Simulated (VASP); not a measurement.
Input of a VASP 6.6.1 run:

Contents of INCAR:

```
SYSTEM = IrRh2
PREC = Accurate
ENCUT = 520
EDIFF = 1E-6
ISMEAR = 0
SIGMA = 0.1
LREAL = .FALSE.
LASPH = .TRUE.
NELM = 60
ALGO = Normal
ISIF = 2
LWAVE = .FALSE.
LCHARG = .FALSE.
GGA = PE
NBANDS = 26
```

The input KPOINTS:

```
Automatic mesh
0
G
  6 6 6
  0 0 0
```

File POSCAR:

```
IrRh2
1.0
    3.3966348035      0.0000000000      0.0000000000
   -1.6983174018      2.9415720273      0.0000000000
    0.0000000000      0.0000000000      3.6674628277
Ir Rh
1 2
Direct
    0.0000000000      0.0000000000      0.0000000000
    0.3333333333      0.6666666667      0.5000000000
    0.6666666667      0.3333333333      0.5000000000
```

Potentials or basis: VASP PAW PBE potentials, release 64 (Ir, Rh_pv).

The run is started by

```bash
$ cat potpaw_PBE.64/Ir/POTCAR potpaw_PBE.64/Rh_pv/POTCAR > POTCAR
$ mpirun -np 1 vasp_std > vasp.out
```

Question: Estimate the pressure.

Answer: 184.3 GPa.

Stress tensor (GPa, compression positive):
```
252.56   0.00   0.00
  0.00 252.56   0.00
  0.00   0.00  47.64
```
